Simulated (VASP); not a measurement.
# Ag (P6/mmm) in VASP: notebook

Ag is run at these levels: LDA; tasks: single point, relaxation of cell and atoms.

Program: VASP 6.6.1. These are calculated values, not measurements. Logs are shortened: lines on timing, memory, paths and dates and some standing lists are left out, and cuts for length are marked.

**1. The cell of the first run**

It takes space group P6/mmm (No. 191, hexagonal). Conventional cell: a = 4.556 Å, b = 4.556 Å, c = 2.729 Å, α = 90.00°, β = 90.00°, γ = 120.00°. Within 3.6 Å of Ag (site symmetry 6/mmm) lie 14 Ag at 2.73 to 2.96 Å. Within 3.5 Å of Ag (site symmetry -6m2) lie 11 Ag at 2.63 to 2.96 Å.

This isn't the form of Ag at room conditions, which is fcc.

**2. Single point, LDA (16.35 Å³/atom)**

Contents of INCAR:

```
PREC = Accurate
ENCUT = 520
EDIFF = 1E-6
ISMEAR = -1
SIGMA = 0.1
LREAL = F
LASPH = T
NELM = 60
ALGO = Normal
ISIF = 2
LWAVE = F
LCHARG = F
NBANDS = 24
```

Contents of KPOINTS:

```
Automatic mesh
0
Gamma
  9 9 13
```

Contents of POSCAR:

```
Ag
1.0
    4.5559384336      0.0000000000      0.0000000000
   -2.2779692168      3.9455584216      0.0000000000
    0.0000000000      0.0000000000      2.7285217315
Ag
3
Direct
    0.0000000000      0.0000000000      0.0000000000
    0.3333333333      0.6666666667      0.5000000000
    0.6666666667      0.3333333333      0.5000000000
```

Potentials or basis: VASP PAW LDA potentials, release 64 (Ag).

Launch:

```console
cat potpaw_LDA.64/Ag/POTCAR > POTCAR
mpirun -np 1 vasp_std > vasp.out
```

OUTCAR:

```text
PREC = Accurate
   ENCUT = 520
   EDIFF = 1E-6
   ISMEAR = -1
   LREAL = F
   LASPH = T
   NELM = 60
   ISIF = 2

 ion  position               nearest neighbor table
   1  0.000  0.000  0.000-   2 2.96   3 2.96   2 2.96   3 2.96   3 2.96   3 2.96   2 2.96   2 2.96
                             3 2.96   3 2.96   2 2.96   2 2.96
   2  0.333  0.667  0.500-   3 2.63   3 2.63   3 2.63   1 2.96   1 2.96   1 2.96   1 2.96   1 2.96
                             1 2.96
   3  0.667  0.333  0.500-   2 2.63   2 2.63   2 2.63   1 2.96   1 2.96   1 2.96   1 2.96   1 2.96
                             1 2.96

  LATTYP: Found a hexagonal cell.
 ALAT       =     4.5559384336
 C/A-ratio  =     0.5988934599

  Lattice vectors:

 A1 = (   4.5559384336,   0.0000000000,   0.0000000000)
 A2 = (  -2.2779692168,   3.9455584216,   0.0000000000)
 A3 = (   0.0000000000,   0.0000000000,   2.7285217315)

Analysis of symmetry for initial positions (statically):
=====================================================================
 Subroutine PRICEL returns:
 Original cell was already a primitive cell.

 Routine SETGRP: Setting up the symmetry group for a
 hexagonal supercell.

 Subroutine GETGRP returns: Found 24 space group operations
 (whereof 24 operations were pure point group operations)
 out of a pool of 24 trial point group operations.

The static configuration has the point symmetry D_6h.

Analysis of symmetry for dynamics (positions and initial velocities):
=====================================================================
 Subroutine PRICEL returns:
 Original cell was already a primitive cell.

 Routine SETGRP: Setting up the symmetry group for a
 hexagonal supercell.

 Subroutine GETGRP returns: Found 24 space group operations
 (whereof 24 operations were pure point group operations)
 out of a pool of 24 trial point group operations.

The dynamic configuration has the point symmetry D_6h.

 Subroutine INISYM returns: Found 24 space group operations
 (whereof 24 operations are pure point group operations),
 and found     1 'primitive' translations

----------------------------------------------------------------------------------------

                                     Primitive cell

  volume of cell :      49.0471

  direct lattice vectors                    reciprocal lattice vectors
     4.555938434  0.000000000  0.000000000     0.219493747  0.126724774  0.000000000
    -2.277969217  3.945558422  0.000000000     0.000000000  0.253449548  0.000000000
     0.000000000  0.000000000  2.728521731     0.000000000  0.000000000  0.366498822

  length of vectors
     4.555938434  4.555938434  2.728521731     0.253449548  0.253449548  0.366498822

  position of ions in fractional coordinates (direct lattice)
     0.000000000  0.000000000  0.000000000
     0.333333333  0.666666667  0.500000000
     0.666666667  0.333333333  0.500000000

  ion indices of the primitive-cell ions
   primitive index   ion index
                 1           1
                 2           2
                 3           3

----------------------------------------------------------------------------------------

 KPOINTS: Automatic mesh

Automatic generation of k-mesh.
 Grid dimensions read from file:
 generate k-points for:    9    9   13

 Generating k-lattice:

  Cartesian coordinates                     Fractional coordinates (reciprocal lattice)
     0.024388194  0.014080530  0.000000000     0.111111111  0.000000000  0.000000000
     0.000000000  0.028161061  0.000000000     0.000000000  0.111111111  0.000000000
     0.000000000  0.000000000  0.028192217     0.000000000  0.000000000  0.076923077

  Length of vectors
     0.028161061  0.028161061  0.028192217

  Shift w.r.t. Gamma in fractional coordinates (k-lattice)
     0.000000000  0.000000000  0.000000000

 Subroutine IBZKPT returns following result:
 ===========================================

 Found     84 irreducible k-points:

 Following reciprocal coordinates:
            Coordinates               Weight
  0.000000  0.000000  0.000000      1.000000
  0.111111 -0.000000  0.000000      6.000000
  0.222222 -0.000000  0.000000      6.000000
  0.333333  0.000000  0.000000      6.000000
  0.444444 -0.000000  0.000000      6.000000
  0.111111  0.111111  0.000000      6.000000
[... 16 lines left out ...]
  0.333333  0.222222  0.076923     24.000000
  0.333333  0.333333  0.076923      4.000000
 [... further k-points ...]
   k-points           NKPTS =     84   k-points in BZ     NKDIM =     84   number of bands    NBANDS=     24
   number of dos      NEDOS =    301   number of ions     NIONS =      3
   total plane-waves  NPLWV =  25920
   dimension x,y,z NGX =    36 NGY =   36 NGZ =   20
   dimension x,y,z NGXF=    72 NGYF=   72 NGZF=   40
   ions per type =               3
   NGX,Y,Z   is equivalent  to a cutoff of  13.14, 13.14, 12.19 a.u.
   NGXF,Y,Z  is equivalent  to a cutoff of  26.27, 26.27, 24.37 a.u.
 SYSTEM =  unknown system
   PREC   = accura    normal or accurate (medium, high low for compatibility)
   ISTART =      0    job   : 0-new  1-cont  2-samecut
   ICHARG =      2    charge: 1-file 2-atom 10-const
   ISPIN  =      1    spin polarized calculation?
   LNONCOLLINEAR =      F non collinear calculations
   LSORBIT =      F    spin-orbit coupling
   LASPH  =      T    aspherical Exc in radial PAW
   ENCUT  =  520.0 eV  38.22 Ry    6.18 a.u.   8.47  8.47  5.07*2*pi/ulx,y,z
   NELM   =     60;   NELMIN=  2; NELMDL= -5     # of ELM steps
   EDIFF  = 0.1E-05   stopping-criterion for ELM
   LREAL  =      F    real-space projection
   EDIFFG = 0.1E-04   stopping-criterion for IOM
   NSW    =      0    number of steps for IOM
   IBRION =     -1    ionic relax: 0-MD 1-quasi-New 2-CG
   NFREE  =      0    steps in history (QN), initial steepest desc. (CG)
   ISIF   =      2    stress and relaxation
   ISYM   =      2    0-nonsym 1-usesym 2-fastsym
   POTIM  = 0.5000    time-step for ionic-motion
   TEBEG  =    0.0;   TEEND  =   0.0 temperature during run
   PSTRESS=    0.0 pullay stress
   NELECT =      33.0000    total number of electrons
   NUPDOWN=      -1.0000    fix difference up-down
   EMIN   =  10.00;   EMAX   =-10.00  energy-range for DOS
   EFERMI =   0.00;   METHOD = LEGACY
   ISMEAR =    -1;   SIGMA  =   0.10  broadening in eV -4-tet -1-fermi 0-gaus
   EFERMI_NEDOS =   21; number of points for ismear=-14 and -15
   IALGO  =     38    algorithm
   IMIX   =      4    mixing-type and parameters
     AMIX     =   0.40;   BMIX     =  1.00
     AMIX_MAG =   1.60;   BMIX_MAG =  1.00
  volume/ion in A,a.u.               =      16.35       110.33
  Fermi-wavevector in a.u.,A,eV,Ry     =   1.434525  2.710860 27.998926  2.057863
  Thomas-Fermi vector in A             =   2.553924
   LORBIT       =      0    0 simple, 1 ext, 2 COOP (PROOUT), +10 PAW based schemes
   GGA     = CA    functional components
   LHFCALC =     F    Hartree Fock is set to
   AEXX    =    0.0000 exact exchange contribution
   IVDW    =     0    specifies the selected vdW correction
   LEPSILON=     F    determine dielectric tensor
   LRPA    =     F    only Hartree local field effects (RPA)
 non-spin polarized calculation
  energy-cutoff  :      520.00
  volume of cell :       49.05
 maximum number of plane-waves:      1348
 NGX is ok and might be reduce to    36
   NGX = 17   NGY = 17   NGZ = 11

 number of electron      33.0000005 magnetization

 Free energy of the ion-electron system (eV)
  ---------------------------------------------------
  ext. energy  EPLUGINS =         0.00000000
  ---------------------------------------------------
  free energy    TOTEN  =       -11.11638667 eV

  energy without entropy =      -11.08945730  energy(sigma->0) =      -11.10292199

 E-fermi :   8.7655     XC(G=0): -12.8228

 val. band max:        8.7409691747   @ k =   0.2222   0.2222   0.4615
 cond. band min:       8.8028799490   @ k =   0.3333   0.1111   0.4615
 fundamental gap:      0.0619107743
 Fermi energy:         8.7654851004

 k-point     1 :       0.0000    0.0000    0.0000
  band No.  band energies     occupation
      1       0.6137      2.00000
      2       2.1003      2.00000
      3       3.2940      2.00000
      4       3.5012      2.00000
      5       3.5699      2.00000
      6       3.5699      2.00000
[... 16 lines left out ...]
     23      21.1684      0.00000
     24      26.5107      0.00000

 k-point     2 :       0.1111   -0.0000    0.0000
  band No.  band energies     occupation
      1       0.7535      2.00000
      2       2.1388      2.00000
      3       3.1349      2.00000
      4       3.2599      2.00000
      5       3.3152      2.00000
      6       3.4936      2.00000
[... 16 lines left out ...]
     23      21.4080      0.00000
     24      26.2210      0.00000

 k-point     3 :       0.2222   -0.0000    0.0000
  band No.  band energies     occupation
      1       1.1527      2.00000
      2       2.2358      2.00000
      3       2.7030      2.00000
      4       3.1242      2.00000
      5       3.1371      2.00000
      6       3.4209      2.00000
[... 16 lines left out ...]
     23      22.0995      0.00000
     24      25.1953      0.00000

 k-point     4 :       0.3333    0.0000    0.0000
  band No.  band energies     occupation
      1       1.7289      2.00000
      2       2.2198      2.00000
      3       2.5380      2.00000
      4       2.9823      2.00000
      5       3.0663      2.00000
      6       3.3018      2.00000
[... 16 lines left out ...]
     23      23.1748      0.00000
     24      23.8417      0.00000

 k-point     5 :       0.4444   -0.0000    0.0000
  band No.  band energies     occupation
      1       2.0055      2.00000
      2       2.3647      2.00000
      3       2.6377      2.00000
      4       2.8836      2.00000
      5       3.0590      2.00000
      6       3.1506      2.00000
[... 16 lines left out ...]
     23      22.2348      0.00000
     24      22.3098      0.00000

 k-point     6 :       0.1111    0.1111    0.0000
  band No.  band energies     occupation
      1       1.0224      2.00000
      2       2.2082      2.00000
      3       2.9008      2.00000
      4       2.9648      2.00000
      5       3.2212      2.00000
      6       3.4870      2.00000
[... 16 lines left out ...]
     23      21.8730      0.00000
     24      25.4036      0.00000
[... 379 lines left out ...]
 k-point    21 :       0.4444    0.1111    0.0769
  band No.  band energies     occupation
      1       2.0615      2.00000
      2       2.5217      2.00000
      3       2.7068      2.00000
      4       2.9879      2.00000
      5       2.9892      2.00000
      6       3.2270      2.00000
[... 16 lines left out ...]
     23      22.7365      0.00000
     24      22.8652      0.00000

 k-point    22 :       0.2222    0.2222    0.0769
  band No.  band energies     occupation
      1       2.0071      2.00000
      2       2.3550      2.00000
      3       2.5988      2.00000
      4       2.7283      2.00000
      5       3.1426      2.00000
      6       3.4232      2.00000
[... 16 lines left out ...]
     23      22.0709      0.00000
     24      22.3680      0.00000

 k-point    23 :       0.3333    0.2222    0.0769
  band No.  band energies     occupation
      1       2.0303      2.00000
      2       2.4607      2.00000
      3       2.5735      2.00000
      4       2.9028      2.00000
      5       3.0493      2.00000
      6       3.3323      2.00000
[... 16 lines left out ...]
     23      23.0429      0.00000
     24      23.4358      0.00000

 k-point    24 :       0.3333    0.3333    0.0769
  band No.  band energies     occupation
      1       1.9856      2.00000
      2       2.5116      2.00000
      3       2.5116      2.00000
      4       2.9963      2.00000
      5       2.9963      2.00000
      6       3.2998      2.00000
[... 16 lines left out ...]
     23      23.7155      0.00000
     24      24.2151      0.00000

 [... further k-points ...]

------------------------ aborting loop because EDIFF is reached ----------------------------------------

  FORCE on cell =-STRESS in cart. coord.  units (eV):
  Direction    XX          YY          ZZ          XY          YZ          ZX
  --------------------------------------------------------------------------------------
  -------------------------------------------------------------------------------------
  Total        0.0799408      0.0799408     -0.0533121      0.0000000      0.0000000      0.0000000
  in kB        2.6113509      2.6113509     -1.7414950      0.0000000      0.0000000      0.0000000
  external PRESSURE =       1.1604023 kB  Pullay stress =       0.0000000 kB

 VOLUME and BASIS-vectors are now :
 -----------------------------------------------------------------------------
  energy-cutoff  :      520.00
  volume of cell :       49.05
      direct lattice vectors                 reciprocal lattice vectors
     4.555938434  0.000000000  0.000000000     0.219493747  0.126724774  0.000000000
    -2.277969217  3.945558422  0.000000000     0.000000000  0.253449548  0.000000000
     0.000000000  0.000000000  2.728521731     0.000000000  0.000000000  0.366498822

 POSITION                                       TOTAL-FORCE (eV/Angst)
 -----------------------------------------------------------------------------------
      0.00000      0.00000      0.00000         0.000000     -0.000000     -0.000000
     -0.00000      2.63037      1.36426        -0.000000     -0.000000      0.000000
      2.27797      1.31519      1.36426         0.000000      0.000000     -0.000000
 -----------------------------------------------------------------------------------
    total drift:                                0.000000      0.000000     -0.000000

  FREE ENERGIE OF THE ION-ELECTRON SYSTEM (eV)
  ---------------------------------------------------
  free  energy   TOTEN  =       -11.1163866730 eV

  energy  without entropy=      -11.0894573015  energy(sigma->0) =      -11.10292199
```

It took 89 s on 1 thread of Intel Xeon 8259CL, shared host; peak memory 0.2 GiB.

Results:

* Free energy: -11.1164 eV
* Pressure: 0.1 GPa
* Band gap on the k mesh: zero (an odd number of electrons rules out a gap without spin polarisation)

Stress tensor (GPa, compression positive):
```
 0.26  0.00  0.00
 0.00  0.26  0.00
 0.00  0.00 -0.17
```

**3. Single point, LDA (17.66 Å³/atom)**

This run uses another cell than the first one, of 17.66 Å³/atom.

Contents of INCAR:

```
PREC = Accurate ; ENCUT = 520
EDIFF = 1E-7 ; ISMEAR = -1
SIGMA = 0.1 ; LREAL = False
LASPH = True ; NELM = 80
ALGO = Normal ; ISIF = 2
LWAVE = False ; LCHARG = False
GGA = CA ; NBANDS = 24
```

Contents of KPOINTS:

```
regular mesh
0
Gamma
  9 9 13
```

Contents of POSCAR:

```
Ag
1.0
    4.6743270816      0.0000000000      0.0000000000
   -2.3371635408      4.0480859983      0.0000000000
    0.0000000000      0.0000000000      2.7994239185
Ag
3
Direct
    0.0000000000      0.0000000000      0.0000000000
    0.3333333333      0.6666666667      0.5000000000
    0.6666666667      0.3333333333      0.5000000000
```

Potentials or basis: VASP PAW LDA potentials, release 64 (Ag).

Launch:

```console
cat potpaw_LDA.64/Ag/POTCAR > POTCAR
mpirun -np 1 vasp_std > vasp.out
```

Wall time 1.7 min (1 thread of Intel Xeon 8259CL, shared host); peak memory 0.21 GiB.

It converged, with:

```
Free energy            : -11.0126 eV
Pressure               : -8.0 GPa
Band gap on the k mesh : zero (an odd number of electrons rules out a gap without spin polarisation)
```

Stress tensor (GPa, compression positive):
```
-7.95  0.00  0.00
 0.00 -7.95  0.00
 0.00  0.00 -8.19
```

Levels at points of the mesh, in eV from the Fermi level:
```tsv
k point	band 12	band 13	band 14	band 15	band 16	band 17	band 18	band 19	band 20	band 21
(0.00, 0.00, 0.00)	-3.88	-3.82	-3.82	-2.81	-2.81	4.53	4.53	4.54	4.54	4.78
```

Caveat: the cell stands under tension.

(Part 1 of 2 ends here.)
